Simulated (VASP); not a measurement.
# Cr (Im-3m) in VASP: a series of runs

Aim: see how the results for Cr move with the level of theory and the settings. Levels: PBE, RPBE. Tasks: single point.

Program: VASP 6.6.1. These are calculated values, not measurements. Logs are shortened: lines on timing, memory, paths and dates and some standing lists are left out, and cuts for length are marked.

## Step 1: The cell of the first run

Symmetry: Im-3m, No. 229, cubic system. The conventional cell has a = 2.969 Å, b = 2.969 Å, c = 2.969 Å, α = 90.00°, β = 90.00°, γ = 90.00°. Within 3.4 Å of Cr (site symmetry m-3m) lie 14 Cr at 2.57 to 2.97 Å.

## Step 2: Single point, PBE, collinear spin, antiferromagnetic start

The input, INCAR:

```
PREC = Accurate
ENCUT = 520
EDIFF = 1E-6
ISMEAR = 0
SIGMA = 0.1
LREAL = False
LASPH = True
NELM = 150
ALGO = Fast
ISIF = 2
LWAVE = False
LCHARG = False
ISPIN = 2
MAGMOM = -3 3
LORBIT = 11
LMAXMIX = 4
GGA = PE
NBANDS = 23
```

The input, KPOINTS:

```
regular mesh
0
Gamma
  2 2 2
```

The input, POSCAR:

```
Cr
1.0
    2.9688993551      0.0000000000      0.0000000000
    0.0000000000      2.9688993551      0.0000000000
    0.0000000000      0.0000000000      2.9688993551
Cr
2
Direct
    0.0000000000      0.0000000000      0.0000000000
    0.5000000000      0.5000000000      0.5000000000
```

Potentials or basis: VASP PAW PBE potentials, release 64 (Cr_pv).

Started as:

```sh
> cat potpaw_PBE.64/Cr_pv/POTCAR > POTCAR
> mpirun -np 1 vasp_std > vasp.out
```

OUTCAR:

```text
PREC = Accurate
   ENCUT = 520
   EDIFF = 1E-6
   ISMEAR = 0
   LREAL = False
   LASPH = True
   NELM = 150
   ISIF = 2
   ISPIN = 2
   LORBIT = 11
   GGA = PE

 ion  position               nearest neighbor table
   1  0.000  0.000  0.000-   2 2.57   2 2.57   2 2.57   2 2.57   2 2.57   2 2.57   2 2.57   2 2.57

   2  0.500  0.500  0.500-   1 2.57   1 2.57   1 2.57   1 2.57   1 2.57   1 2.57   1 2.57   1 2.57

  LATTYP: Found a simple cubic cell.
 ALAT       =     2.9688993551

  Lattice vectors:

 A1 = (   2.9688993551,   0.0000000000,   0.0000000000)
 A2 = (   0.0000000000,   2.9688993551,   0.0000000000)
 A3 = (   0.0000000000,   0.0000000000,   2.9688993551)

Analysis of symmetry for initial positions (statically):
=====================================================================
 Subroutine PRICEL returns following result:

  LATTYP: Found a body centered cubic cell.
 ALAT       =     2.9688993551
[... 12 lines left out ...]
 Subroutine GETGRP returns: Found 48 space group operations
 (whereof 48 operations were pure point group operations)
 out of a pool of 48 trial point group operations.

The static configuration has the point symmetry O_h .

Analysis of symmetry for dynamics (positions and initial velocities):
=====================================================================
 Subroutine PRICEL returns following result:

  LATTYP: Found a body centered cubic cell.
 ALAT       =     2.9688993551
[... 12 lines left out ...]
 Subroutine GETGRP returns: Found 48 space group operations
 (whereof 48 operations were pure point group operations)
 out of a pool of 48 trial point group operations.

The dynamic configuration has the point symmetry O_h .

Analysis of structural, dynamic, and magnetic symmetry:
=====================================================================
 Subroutine PRICEL returns following result:

  LATTYP: Found a body centered cubic cell.
 ALAT       =     2.9688993551
[... 12 lines left out ...]
 Subroutine GETGRP returns: Found 48 space group operations
 (whereof 48 operations were pure point group operations)
 out of a pool of 48 trial point group operations.

The overall configuration has the point symmetry O_h .

 Subroutine INISYM returns: Found 48 space group operations
 (whereof 48 operations are pure point group operations),
 and found     2 'primitive' translations

----------------------------------------------------------------------------------------

                                     Primitive cell

  volume of cell :      13.0845

  direct lattice vectors                    reciprocal lattice vectors
[... 89 lines left out ...]
   GGA     = PE    functional components
   LHFCALC =     F    Hartree Fock is set to
   AEXX    =    0.0000 exact exchange contribution
   IVDW    =     0    specifies the selected vdW correction
   LEPSILON=     F    determine dielectric tensor
   LRPA    =     F    only Hartree local field effects (RPA)
 spin polarized calculation
 RMM-DIIS sequential band-by-band and
 Gauss-broadening in eV      SIGMA  =   0.10
  energy-cutoff  :      520.00
  volume of cell :       26.17
 maximum number of plane-waves:       739
 NGX is ok and might be reduce to    24
   NGX = 11   NGY = 11   NGZ = 11

 number of electron      24.0000014 magnetization       0.0000000

 number of electron      24.0000014 magnetization      -0.0000000

 Free energy of the ion-electron system (eV)
  ---------------------------------------------------
  ext. energy  EPLUGINS =         0.00000000
  ---------------------------------------------------
  free energy    TOTEN  =       -17.15316833 eV

  energy without entropy =      -17.08604232  energy(sigma->0) =      -17.11960533

 E-fermi :  10.1557     XC(G=0): -12.8803

 val. band max:        9.5651198247   @ k =   0.5000   0.0000   0.0000
 cond. band min:      10.1970448206   @ k =   0.5000   0.5000   0.0000
 fundamental gap:      0.6319249959
 Fermi energy:        10.1556607675

 spin component 1

 k-point     1 :       0.0000    0.0000    0.0000
  band No.  band energies     occupation
      1     -33.8909      1.00000
      2     -33.8908      1.00000
      3     -33.8908      1.00000
      4     -32.3291      1.00000
      5     -32.3291      1.00000
      6     -32.3291      1.00000
[... 93 lines left out ...]
     22      19.0171      0.00000
     23      19.9810      0.00000
 Fermi energy:        10.1556607675

 spin component 2

 k-point     1 :       0.0000    0.0000    0.0000
  band No.  band energies     occupation
      1     -33.8909      1.00000
      2     -33.8908      1.00000
      3     -33.8908      1.00000
      4     -32.3291      1.00000
      5     -32.3291      1.00000
      6     -32.3291      1.00000
[... 93 lines left out ...]
     22      19.0170      0.00000
     23      19.9810      0.00000

------------------------ aborting loop because EDIFF is reached ----------------------------------------

  FORCE on cell =-STRESS in cart. coord.  units (eV):
  Direction    XX          YY          ZZ          XY          YZ          ZX
  --------------------------------------------------------------------------------------
  -------------------------------------------------------------------------------------
  Total       -1.3694441     -1.3694441     -1.3694441      0.0000000      0.0000000     -0.0000000
  in kB      -83.8433221    -83.8433221    -83.8433221      0.0000000      0.0000000     -0.0000000
  external PRESSURE =     -83.8433221 kB  Pullay stress =       0.0000000 kB

 VOLUME and BASIS-vectors are now :
 -----------------------------------------------------------------------------
  energy-cutoff  :      520.00
  volume of cell :       26.17
      direct lattice vectors                 reciprocal lattice vectors
     2.968899355  0.000000000  0.000000000     0.336825160  0.000000000  0.000000000
     0.000000000  2.968899355  0.000000000     0.000000000  0.336825160  0.000000000
     0.000000000  0.000000000  2.968899355     0.000000000  0.000000000  0.336825160

 POSITION                                       TOTAL-FORCE (eV/Angst)
 -----------------------------------------------------------------------------------
      0.00000      0.00000      0.00000         0.000000      0.000000     -0.000000
      1.48445      1.48445      1.48445        -0.000000     -0.000000      0.000000
 -----------------------------------------------------------------------------------
    total drift:                                0.000000      0.000000     -0.000000

  FREE ENERGIE OF THE ION-ELECTRON SYSTEM (eV)
  ---------------------------------------------------
  free  energy   TOTEN  =       -17.1531683345 eV

  energy  without entropy=      -17.0860423171  energy(sigma->0) =      -17.11960533

 total charge

# of ion       s       p       d       tot
------------------------------------------
    1        0.366   6.291   4.209  10.866
    2        0.366   6.291   4.209  10.866
--------------------------------------------------
tot          0.733  12.581   8.419  21.732

 magnetization (x)

# of ion       s       p       d       tot
------------------------------------------
    1       -0.008  -0.013  -1.479  -1.501
    2        0.008   0.013   1.479   1.501
--------------------------------------------------
tot          0.000   0.000   0.000   0.000
```

OSZICAR:

```text
N       E                     dE             d eps       ncg     rms          rms(c)
DAV:   1     0.240279879425E+03    0.24028E+03   -0.13180E+04   368   0.125E+03
DAV:   2    -0.115322157140E+02   -0.25181E+03   -0.24352E+03   368   0.371E+02
DAV:   3    -0.195206554309E+02   -0.79884E+01   -0.79322E+01   445   0.775E+01
DAV:   4    -0.195981111213E+02   -0.77456E-01   -0.77365E-01   433   0.754E+00
DAV:   5    -0.195992626680E+02   -0.11515E-02   -0.11515E-02   396   0.899E-01    0.214E+01
RMM:   6    -0.173919348945E+02    0.22073E+01   -0.13594E+01   384   0.289E+01    0.101E+01
RMM:   7    -0.171410114783E+02    0.25092E+00   -0.16214E+00   384   0.937E+00    0.313E+00
RMM:   8    -0.171587990490E+02   -0.17788E-01   -0.28677E-02   407   0.152E+00    0.221E+00
RMM:   9    -0.171548599314E+02    0.39391E-02   -0.20160E-02   401   0.120E+00    0.910E-01
RMM:  10    -0.171509668744E+02    0.38931E-02   -0.11703E-02   387   0.819E-01    0.662E-01
RMM:  11    -0.171522029567E+02   -0.12361E-02   -0.29810E-03   402   0.531E-01    0.381E-01
RMM:  12    -0.171529513568E+02   -0.74840E-03   -0.78611E-04   403   0.265E-01    0.235E-01
RMM:  13    -0.171530891666E+02   -0.13781E-03   -0.14559E-04   407   0.113E-01    0.175E-01
RMM:  14    -0.171531662914E+02   -0.77125E-04   -0.46046E-04   408   0.167E-01    0.941E-03
RMM:  15    -0.171531676770E+02   -0.13857E-05   -0.19260E-05   402   0.403E-02    0.266E-03
RMM:  16    -0.171531683345E+02   -0.65748E-06   -0.17147E-06   278   0.131E-02
   1 F= -.17153168E+02 E0= -.17119605E+02  d E =-.671260E-01  mag=     0.0000
```

stdout:

```text
POSCAR found type information on POSCAR Cr
 POSCAR found :  1 types and       2 ions
 scaLAPACK will be used
 LDA part: xc-table for (Slater+PW92), standard interpolation
 POSCAR, INCAR and KPOINTS ok, starting setup
 FFT: planning ... GRIDC
 FFT: planning ... GRID_SOFT
 FFT: planning ... GRID
 WAVECAR not read
 entering main loop
```

Wall time 7.9 s (1 thread of Intel Xeon 6975P-C (Granite Rapids), shared host); peak memory 0.14 GiB.

Results:

```
Free energy                                           : -17.1532 eV
Pressure                                              : -8.4 GPa
Band gap on the k mesh                                : zero (filled and empty bands overlap)
Net moment                                            : 0.00 μB per cell
Site moments                                          : Cr -1.50, +1.50 μB
Valence electrons inside the program's atomic spheres : Cr 10.87
```

Caveat: the k points lie up to 1.06 Å⁻¹ apart.

[end of part 1 of 2]
